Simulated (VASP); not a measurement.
# RuS2: single point with LDA

Crystal: RuS2.

```
CELL_PARAMETERS angstrom
5.61060 0.00000 0.00000
0.00000 5.61060 0.00000
0.00000 0.00000 5.61060
ATOMIC_POSITIONS crystal
Ru 0.00000 0.50000 0.50000
Ru 0.50000 0.50000 0.00000
Ru 0.50000 0.00000 0.50000
Ru 0.00000 0.00000 0.00000
S 0.38831 0.11169 0.88831
S 0.11169 0.88831 0.38831
S 0.88831 0.38831 0.11169
S 0.61169 0.61169 0.61169
S 0.61169 0.88831 0.11169
S 0.88831 0.11169 0.61169
S 0.11169 0.61169 0.88831
S 0.38831 0.38831 0.38831
```

```yaml
Program: VASP 6.6.1
Task: single point
Functional: LDA
Potentials_or_basis: VASP PAW LDA potentials, release 64 (Ru_pv, S)
Cutoff: 520 eV
k_mesh: 5 × 5 × 5
Occupations: fermi-dirac, width 0.05 eV
Spin: no spin polarisation
Dipole_correction: no
Further_INCAR_settings: ALGO = Normal; EDIFF = 1e-06; NBANDS = 64
```

The pressure is -6.3 GPa, the largest force is 0.311 eV/Å and the band gap on the k mesh is 0.70 eV (least direct gap 0.92 eV).

Forces in eV/Å, atoms in the order of the input:
```
Ru   0.000  0.000  0.000
Ru   0.000  0.000  0.000
Ru   0.000  0.000  0.000
Ru   0.000  0.000  0.000
S   -0.180  0.180 -0.180
S    0.180 -0.180 -0.180
S   -0.180 -0.180  0.180
S    0.180  0.180  0.180
S    0.180 -0.180  0.180
S   -0.180  0.180  0.180
S    0.180  0.180 -0.180
S   -0.180 -0.180 -0.180
```

Levels at points of the mesh, in eV from the valence-band top:
| k point | band 48 | band 49 | band 50 | band 51 | band 52 | band 53 | band 54 | band 55 | band 56 | band 57 |
| --- | --- | --- | --- | --- | --- | --- | --- | --- | --- | --- |
| (0.00, 0.00, 0.00) | -0.65 | -0.54 | -0.54 | -0.54 | -0.22 | 0.70 | 2.58 | 2.58 | 2.58 | 2.72 |

Run time: 99 s on 1 thread of Intel(R) Xeon(R) Platinum 8488C (Sapphire Rapids) (shared host), peak memory 0.25 GiB.

Caveat: the cell stands under tension; an odd mesh through Γ misses points on the zone boundary, where band edges can lie.
